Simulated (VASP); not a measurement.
Input of a VASP 6.6.1 run:

The input INCAR:

```
ALGO     = Normal         # electronic algorithm
DIPOL    = 0.5 0.5 0.328
EDIFF    = 1E-7           # SCF threshold, eV
EDIFFG   = -0.025         # ionic threshold
ENCUT    = 520            # plane-wave cutoff, eV
GGA      = PE             # functional
GGA_COMPAT= F            
IBRION   = 2              # ionic algorithm
IDIPOL   = 3            
ISIF     = 2              # what is computed and relaxed
ISMEAR   = 0              # smearing method
LASPH    = T              # aspherical terms in the spheres
LCHARG   = F              # write CHGCAR
LDIPOL   = T            
LREAL    = F              # projectors in reciprocal space
LWAVE    = F              # write WAVECAR
NELM     = 120            # most SCF steps
NELMDL   = -8           
NELMIN   = 4            
NSW      = 36             # ionic steps
PREC     = Accurate       # precision mode
SIGMA    = 0.1            # smearing width, eV
```

File KPOINTS:

```
k-points
0
Gamma
  9 3 1
```

POSCAR

```
Al9O
1.0
    2.8535431553      0.0000000000      0.0000000000
   -1.4267715776      9.7014842380      0.0000000000
    0.0000000000      0.0000000000     20.2903703519
Al O
9 1
Selective dynamics
Direct
    0.5324432082      0.0648864163      0.1971378506  F F F
    0.6709612116      0.3419224231      0.2462112388  F F F
    0.2986648122      0.5973296244      0.2560259164  F F F
    0.9263684129      0.8527368258      0.2658405940  F F F
    0.0639544186      0.1277109169      0.3154271774  F F F
    0.1995835202      0.4042231294      0.3707799915  F F F
    0.8288001075      0.6596656514      0.3785021758  F F F
    0.4526153831      0.9110819252      0.3874246337  F F F
    0.5924854486      0.1814072004      0.4332286794  F F F
    0.5924854486      0.4314072004      0.4343805651  F F T
```

Potentials or basis: VASP PAW PBE potentials, release 64 (Al, O).

The run is started by

```sh
$ cat potpaw_PBE.64/Al/POTCAR potpaw_PBE.64/O/POTCAR > POTCAR
$ mpirun -np 1 vasp_std > vasp.out
```

Task: Estimate the energy gained by relaxing.

Result: 1.1 meV/atom.

Task: What does it give for the band gap on the k mesh?

Result: Zero (an odd number of electrons rules out a gap without spin polarisation).

The path:
```tsv
step	energy change (eV)	largest force on free atoms (eV/Å)	pressure (GPa)
1	0.0000	0.6061	-1.17
2	-0.0106	0.1149	-1.06
3	-0.0110	0.0002	-1.03
```
